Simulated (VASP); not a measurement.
Set up this calculation in VASP 6.6.1, as the native input.

* Task: single point
* Functional: LDA
* Potentials or basis: VASP PAW LDA potentials, release 64 (Ga_d, Sb)
* Cutoff: 520 eV
* k mesh: 18 × 18 × 18
* Occupations: gaussian, width 0.15 eV
* Spin: no spin polarisation
* Dipole correction: no
* Further INCAR settings: ALGO = Fast; EDIFF = 1e-06; NBANDS = 16

The structure of GaSb lies in POSCAR:

```
GaSb
1.0
   -1.5200363799      2.6183068183      2.9303340921
    1.5200363799     -2.6183068183      2.9303340921
    1.5200363799      2.6183068183     -2.9303340921
Ga Sb
1 1
Direct
    0.0000000000      0.0000000000      0.0000000000
    0.5000000000      0.5000000000      0.0000000000
```

These files were run (other wordings do the same):

INCAR

```
SYSTEM = GaSb
PREC = Accurate ; ENCUT = 520
EDIFF = 1E-6 ; ISMEAR = 0
SIGMA = 0.15 ; LREAL = .FALSE.
LASPH = .TRUE. ; NELM = 80
ALGO = Fast ; ISIF = 2
LWAVE = .FALSE. ; LCHARG = .FALSE.
NBANDS = 16
```

KPOINTS

```
Automatic mesh
0
G
  18 18 18
  0 0 0
```

Potentials or basis: VASP PAW LDA potentials, release 64 (Ga_d, Sb).

Run with:

```bash
$ cat potpaw_LDA.64/Ga_d/POTCAR potpaw_LDA.64/Sb/POTCAR > POTCAR
$ mpirun -np 1 vasp_std > vasp.out
```

Results of the run:

- Pressure: -2.6 GPa
- Band gap on the k mesh: zero (bands 9 and 10 overlap by 5.04 eV)

Caveat: the stress differs along the axes, from -6 to 0 GPa; spin-orbit coupling is left out, which moves the levels of the heavy elements.

Run time: 19 min on 1 thread of Oxide Virtual Turin-like Processor, with other jobs on the host, peak memory 0.68 GiB.
